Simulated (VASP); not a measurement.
# CdSe (Cadmoselite) (P6_3mc) in VASP: further runs, part 3 of 3

VASP 6.6.1. The steps go on from the part before.

### Step 5. Relaxation of cell and atoms, PBEsol, target pressure 4 GPa, at which the enthalpy is minimised

INCAR reads:

```
  PREC = Accurate
  ENCUT = 600
  EDIFF = 1E-7
  ISMEAR = 0
  SIGMA = 0.01
  LREAL = F
  LASPH = T
  NELM = 100
  ALGO = Normal
  ISIF = 3
  LWAVE = F
  LCHARG = F
  GGA = PS
  IBRION = 2
  NSW = 100
  EDIFFG = -0.002
  PSTRESS = 40.0
```

KPOINTS reads:

```
regular mesh
0
Gamma
  6 6 4
```

POSCAR reads:

```
CdSe
1.0
    4.3011016630      0.0000000000      0.0000000000
   -2.1505508315      3.7248633044      0.0000000000
    0.0000000000      0.0000000000      7.0222409791
Cd Se
2 2
Direct
    0.3333333333      0.6666666667      0.0046992087
    0.6666666667      0.3333333333      0.5046992087
    0.3333333333      0.6666666667      0.3803007913
    0.6666666667      0.3333333333      0.8803007913
```

Potentials or basis: VASP PAW PBE potentials, release 64 (Cd, Se).

On the command line:

```sh
$ cat potpaw_PBE.64/Cd/POTCAR potpaw_PBE.64/Se/POTCAR > POTCAR
$ mpirun -np 1 vasp_std > vasp.out
```

OUTCAR:

```text
PREC = Accurate
   ENCUT = 600
   EDIFF = 1E-7
   ISMEAR = 0
   LREAL = F
   LASPH = T
   NELM = 100
   ISIF = 3
   GGA = PS
   IBRION = 2
   NSW = 100
   EDIFFG = -0.002
   PSTRESS = 40.0

 ion  position               nearest neighbor table
   1  0.333  0.667  0.005-   4 2.63   4 2.63   4 2.63   3 2.64
   2  0.667  0.333  0.505-   3 2.63   3 2.63   3 2.63   4 2.64
   3  0.333  0.667  0.380-   2 2.63   2 2.63   2 2.63   1 2.64
   4  0.667  0.333  0.880-   1 2.63   1 2.63   1 2.63   2 2.64

  LATTYP: Found a hexagonal cell.
 ALAT       =     4.3011016630
 C/A-ratio  =     1.6326610086

  Lattice vectors:

 A1 = (   4.3011016630,   0.0000000000,   0.0000000000)
 A2 = (  -2.1505508315,   3.7248633044,   0.0000000000)
 A3 = (   0.0000000000,   0.0000000000,   7.0222409791)

Analysis of symmetry for initial positions (statically):
=====================================================================
 Subroutine PRICEL returns:
 Original cell was already a primitive cell.

 Routine SETGRP: Setting up the symmetry group for a
 hexagonal supercell.

 Subroutine GETGRP returns: Found 12 space group operations
 (whereof  6 operations were pure point group operations)
 out of a pool of 24 trial point group operations.

The static configuration has the point symmetry C_3v.
 The point group associated with its full space group is C_6v.

Analysis of symmetry for dynamics (positions and initial velocities):
=====================================================================
 Subroutine PRICEL returns:
 Original cell was already a primitive cell.

 Routine SETGRP: Setting up the symmetry group for a
 hexagonal supercell.

 Subroutine GETGRP returns: Found 12 space group operations
 (whereof  6 operations were pure point group operations)
 out of a pool of 24 trial point group operations.

The dynamic configuration has the point symmetry C_3v.
 The point group associated with its full space group is C_6v.

 Subroutine INISYM returns: Found 12 space group operations
 (whereof  6 operations are pure point group operations),
 and found     1 'primitive' translations

----------------------------------------------------------------------------------------

                                     Primitive cell

  volume of cell :     112.5034

  direct lattice vectors                    reciprocal lattice vectors
     4.301101663  0.000000000  0.000000000     0.232498573  0.134233114  0.000000000
    -2.150550831  3.724863304  0.000000000     0.000000000  0.268466228  0.000000000
     0.000000000  0.000000000  7.022240979     0.000000000  0.000000000  0.142404683

  length of vectors
     4.301101663  4.301101663  7.022240979     0.268466228  0.268466228  0.142404683

  position of ions in fractional coordinates (direct lattice)
     0.333333333  0.666666667  0.004699209
     0.666666667  0.333333333  0.504699209
     0.333333333  0.666666667  0.380300791
     0.666666667  0.333333333  0.880300791

  ion indices of the primitive-cell ions
   primitive index   ion index
                 1           1
                 2           2
                 3           3
                 4           4

----------------------------------------------------------------------------------------

 KPOINTS: regular mesh

Automatic generation of k-mesh.
 Grid dimensions read from file:
 generate k-points for:    6    6    4

 Generating k-lattice:

  Cartesian coordinates                     Fractional coordinates (reciprocal lattice)
     0.038749762  0.022372186  0.000000000     0.166666667  0.000000000  0.000000000
     0.000000000  0.044744371  0.000000000     0.000000000  0.166666667  0.000000000
     0.000000000  0.000000000  0.035601171     0.000000000  0.000000000  0.250000000

  Length of vectors
     0.044744371  0.044744371  0.035601171

  Shift w.r.t. Gamma in fractional coordinates (k-lattice)
     0.000000000  0.000000000  0.000000000

 Subroutine IBZKPT returns following result:
 ===========================================

 Found     21 irreducible k-points:

 Following reciprocal coordinates:
            Coordinates               Weight
  0.000000  0.000000  0.000000      1.000000
  0.166667  0.000000  0.000000      6.000000
  0.333333  0.000000  0.000000      6.000000
  0.500000  0.000000  0.000000      3.000000
  0.166667  0.166667  0.000000      6.000000
  0.333333  0.166667  0.000000     12.000000
[... 13 lines left out ...]
  0.333333  0.166667  0.500000     12.000000
  0.333333  0.333333  0.500000      2.000000
   k-points           NKPTS =     21   k-points in BZ     NKDIM =     21   number of bands    NBANDS=     22
   number of dos      NEDOS =    301   number of ions     NIONS =      4
   total plane-waves  NPLWV =  72576
   dimension x,y,z NGX =    36 NGY =   36 NGZ =   56
   dimension x,y,z NGXF=    72 NGYF=   72 NGZF=  112
   ions per type =               2   2
   NGX,Y,Z   is equivalent  to a cutoff of  13.91, 13.91, 13.26 a.u.
   NGXF,Y,Z  is equivalent  to a cutoff of  27.83, 27.83, 26.52 a.u.
 SYSTEM =  unknown system
   PREC   = accura    normal or accurate (medium, high low for compatibility)
   ISTART =      0    job   : 0-new  1-cont  2-samecut
   ICHARG =      2    charge: 1-file 2-atom 10-const
   ISPIN  =      1    spin polarized calculation?
   LNONCOLLINEAR =      F non collinear calculations
   LSORBIT =      F    spin-orbit coupling
   LASPH  =      T    aspherical Exc in radial PAW
   ENCUT  =  600.0 eV  44.10 Ry    6.64 a.u.   8.59  8.59 14.03*2*pi/ulx,y,z
   NELM   =    100;   NELMIN=  2; NELMDL= -5     # of ELM steps
   EDIFF  = 0.1E-06   stopping-criterion for ELM
   LREAL  =      F    real-space projection
   EDIFFG = -.2E-02   stopping-criterion for IOM
   NSW    =    100    number of steps for IOM
   IBRION =      2    ionic relax: 0-MD 1-quasi-New 2-CG
   NFREE  =      1    steps in history (QN), initial steepest desc. (CG)
   ISIF   =      3    stress and relaxation
   ISYM   =      2    0-nonsym 1-usesym 2-fastsym
   POTIM  = 0.5000    time-step for ionic-motion
   TEBEG  =    0.0;   TEEND  =   0.0 temperature during run
   PSTRESS=   40.0 pullay stress
   NELECT =      36.0000    total number of electrons
   NUPDOWN=      -1.0000    fix difference up-down
   EMIN   =  10.00;   EMAX   =-10.00  energy-range for DOS
   EFERMI =   0.00;   METHOD = LEGACY
   ISMEAR =     0;   SIGMA  =   0.01  broadening in eV -4-tet -1-fermi 0-gaus
   EFERMI_NEDOS =   21; number of points for ismear=-14 and -15
   IALGO  =     38    algorithm
   IMIX   =      4    mixing-type and parameters
     AMIX     =   0.40;   BMIX     =  1.00
     AMIX_MAG =   1.60;   BMIX_MAG =  1.00
  volume/ion in A,a.u.               =      28.13       189.80
  Fermi-wavevector in a.u.,A,eV,Ry     =   1.119748  2.116017 17.059477  1.253836
  Thomas-Fermi vector in A             =   2.256390
   LORBIT       =      0    0 simple, 1 ext, 2 COOP (PROOUT), +10 PAW based schemes
   GGA     = PS    functional components
   LHFCALC =     F    Hartree Fock is set to
   AEXX    =    0.0000 exact exchange contribution
   IVDW    =     0    specifies the selected vdW correction
   LEPSILON=     F    determine dielectric tensor
   LRPA    =     F    only Hartree local field effects (RPA)
 conjugate gradient relaxation of ions
 non-spin polarized calculation
 Gauss-broadening in eV      SIGMA  =   0.01
  energy-cutoff  :      600.00
  volume of cell :      112.50
 maximum number of plane-waves:      3791
 NGX is ok and might be reduce to    36
   NGX = 17   NGY = 17   NGZ = 29

--------------------------------------- Ionic step        1  -------------------------------------------

 number of electron      35.9999997 magnetization

 Free energy of the ion-electron system (eV)
  ---------------------------------------------------
  ext. energy  EPLUGINS =         0.00000000
  ---------------------------------------------------
  free energy    TOTEN  =       -12.34664406 eV

  energy without entropy =      -12.34664406  energy(sigma->0) =      -12.34664406

------------------------ aborting loop because EDIFF is reached ----------------------------------------

  FORCE on cell =-STRESS in cart. coord.  units (eV):
  Direction    XX          YY          ZZ          XY          YZ          ZX
  --------------------------------------------------------------------------------------
  -------------------------------------------------------------------------------------
  Total        0.2287549      0.2287549      0.2030316      0.0000000      0.0000000      0.0000000
  in kB        3.2577315      3.2577315      2.8914017      0.0000000      0.0000000      0.0000000
  external PRESSURE =     -36.8643784 kB  Pullay stress =      40.0000000 kB
[... 103 lines left out ...]
  energy  without entropy=      -12.2629339454  energy(sigma->0) =      -12.26293395

  enthalpy is  TOTEN    =        -9.6175035406 eV   P V=        2.6454304048

[... ionic steps 4 to 10 ...]

--------------------------------------- Ionic step       11  -------------------------------------------

 number of electron      35.9999996 magnetization

------------------------ aborting loop because EDIFF is reached ----------------------------------------
[... 75 lines left out ...]
--------------------------------------- Ionic step       13  -------------------------------------------

 number of electron      35.9999996 magnetization

 Free energy of the ion-electron system (eV)
  ---------------------------------------------------
  ext. energy  EPLUGINS =         0.00000000
  ---------------------------------------------------
  free energy    TOTEN  =       -12.26263256 eV

  energy without entropy =      -12.26263256  energy(sigma->0) =      -12.26263256

 E-fermi :   1.4038     XC(G=0):  -9.3684

 val. band max:        1.3207484158   @ k =   0.0000   0.0000   0.0000
 cond. band min:       1.9827288665   @ k =   0.0000   0.0000   0.0000
 fundamental gap:      0.6619804508
 Fermi energy:         1.4037822420

 k-point     1 :       0.0000    0.0000    0.0000
  band No.  band energies     occupation
      1     -11.6761      2.00000
      2     -11.2338      2.00000
      3      -6.8244      2.00000
      4      -6.8123      2.00000
      5      -6.8123      2.00000
      6      -6.7312      2.00000
[... 549 lines left out ...]
  energy  without entropy=      -12.2626325649  energy(sigma->0) =      -12.26263256

  enthalpy is  TOTEN    =        -9.6175252261 eV   P V=        2.6451073388

 reached required accuracy - stopping structural energy minimisation
```

It took 3.3 min on 1 thread of Intel Xeon 6975P-C (Granite Rapids), shared host; peak memory 0.29 GiB.

Results:

| Property | Result |
| --- | --- |
| Free energy | -12.2626 eV |
| Relaxed volume | 26.49 Å³/atom |
| Relaxed cell | a = 4.214 Å, b = 4.214 Å, c = 6.889 Å, α = 90.00°, β = 90.00°, γ = 120.00° |
| Space group after relaxing (to 0.05 Å) | P6_3mc (No. 186) |
| Energy change on relaxing (the enthalpy is what falls) | +21.0 meV/atom |
| Ionic steps | 13 |
| Pressure after relaxing | 4.0 GPa |
| Band gap on the k mesh | 0.66 eV, direct |

The path:
```csv
step,energy change (eV),largest force (eV/Å),pressure (GPa),volume (Å³)
1,0.0000,0.0014,0.31,112.50
2,0.2048,0.0094,6.67,102.29
3,0.0837,0.0068,4.00,105.96
4,0.0869,0.0069,4.08,105.83
5,0.0823,0.0030,3.95,106.02
6,0.0839,0.0044,4.00,105.95
7,0.0838,0.0043,3.99,105.96
8,0.0838,0.0044,4.00,105.96
9,0.0839,0.0035,4.00,105.96
10,0.0840,0.0004,4.00,105.95
11,0.0842,0.0057,4.01,105.94
12,0.0841,0.0031,4.00,105.94
13,0.0840,0.0006,4.00,105.95
```

Final structure:
```
Cd Se
1.0
     4.21423    0.00000    0.00000
    -2.10712    3.64963    0.00000
     0.00000    0.00000    6.88853
Cd Se
2 2
Direct
  0.33333 0.66667 0.00497
  0.66667 0.33333 0.50497
  0.33333 0.66667 0.38003
  0.66667 0.33333 0.88003
```

Caveat: the cell is relaxed towards a set pressure, so the enthalpy falls and the energy may rise; the PAW data sets were made with another functional, which shifts forces and pressure a little. As with any semilocal functional, this PBEsol gap is likely too small.

### Step 6. Single point, PBEsol, non-collinear spin, zero start, spin-orbit coupling

This run uses another cell than the first one, of 25.32 Å³/atom, 0.900 times its volume.

INCAR reads:

```
SYSTEM = CdSe
PREC = Accurate
ENCUT = 520
EDIFF = 1E-7
ISMEAR = -1
SIGMA = 0.01
LREAL = .False.
LASPH = .True.
NELM = 150
ALGO = Normal
ISIF = 2
LWAVE = .False.
LCHARG = .True.
MAGMOM = 0 0 0 0 0 0 0 0 0 0 0 0
LORBIT = 11
LSORBIT = .True.
GGA_COMPAT = .False.
LORBMOM = .True.
GGA = PS
LVHAR = .True.
NBANDS = 50
```

KPOINTS reads:

```
Automatic mesh
0
Gamma
  6 6 4
  0 0 0
```

POSCAR reads:

```
CdSe
1.0
    4.1490782035      0.0000000000      0.0000000000
   -2.0745391017      3.5932071265      0.0000000000
    0.0000000000      0.0000000000      6.7930621380
Cd Se
2 2
Direct
    0.3333333333      0.6666666667      0.0052258741
    0.6666666667      0.3333333333      0.5052258741
    0.3333333333      0.6666666667      0.3797741259
    0.6666666667      0.3333333333      0.8797741259
```

Potentials or basis: VASP PAW PBE potentials, release 64 (Cd, Se).

On the command line:

```sh
$ cat potpaw_PBE.64/Cd/POTCAR potpaw_PBE.64/Se/POTCAR > POTCAR
$ mpirun -np 1 vasp_ncl > vasp.out
```

It took 3.3 min on 1 thread of Intel Xeon 6975P-C (Granite Rapids), shared host; peak memory 0.55 GiB.

Results (log left out):

```yaml
Free_energy: -12.1931 eV
Pressure: 7.5 GPa
Net_moment: 0.00 μB per cell
Valence_electrons_inside_the_program's_atomic_spheres: Cd 10.41; Se 3.91
```

Moments on the atoms (μB; x, y, z):
```
Cd  0.00 0.00 0.00
Cd  0.00 0.00 0.00
Se  0.00 0.00 0.00
Se  0.00 0.00 0.00
```

Caveat: the PAW data sets were made with another functional, which shifts forces and pressure a little.

### Step 7. Overview

| task | spin | cell | k mesh | cutoff (eV) | smearing | gap on the mesh (eV) | pressure (GPa) |
| --- | --- | --- | --- | --- | --- | --- | --- |
| single point | off | a = 4.301, b = 4.301, c = 7.022 Å, angles 90.0, 90.0, 120.0°, 4 atoms | 8 × 8 × 4 | 520 | fermi-dirac 0.1 eV | 0.54 | 0.4 |
| relaxation of cell and atoms | off | relaxed to -2 GPa from a = 4.301, b = 4.301, c = 7.022 Å, angles 90.0, 90.0, 120.0°, 4 atoms | 6 × 6 × 4 | 600 | gaussian 0.01 eV | 0.44 | -2.0 |
| relaxation of cell and atoms | off | relaxed to 2 GPa from a = 4.301, b = 4.301, c = 7.022 Å, angles 90.0, 90.0, 120.0°, 4 atoms | 6 × 6 × 4 | 600 | gaussian 0.01 eV | 0.60 | 2.0 |
| relaxation of cell and atoms | off | relaxed to 4 GPa from a = 4.301, b = 4.301, c = 7.022 Å, angles 90.0, 90.0, 120.0°, 4 atoms | 6 × 6 × 4 | 600 | gaussian 0.01 eV | 0.66 | 4.0 |
| single point | non-collinear, zero start, SOC | a = 4.149, b = 4.149, c = 6.793 Å, angles 90.0, 90.0, 120.0°, 4 atoms | 6 × 6 × 4 | 520 | fermi-dirac 0.01 eV | - | 7.5 |

Alike in all rows: level PBEsol; potentials or basis VASP PAW PBE potentials, release 64 (Cd, Se).

Caveats: the PAW data sets were made with another functional, which shifts forces and pressure a little; the cell is relaxed towards a set pressure, so the enthalpy falls and the energy may rise (some runs).

Absolute energies hang on the potentials; compare differences alone.
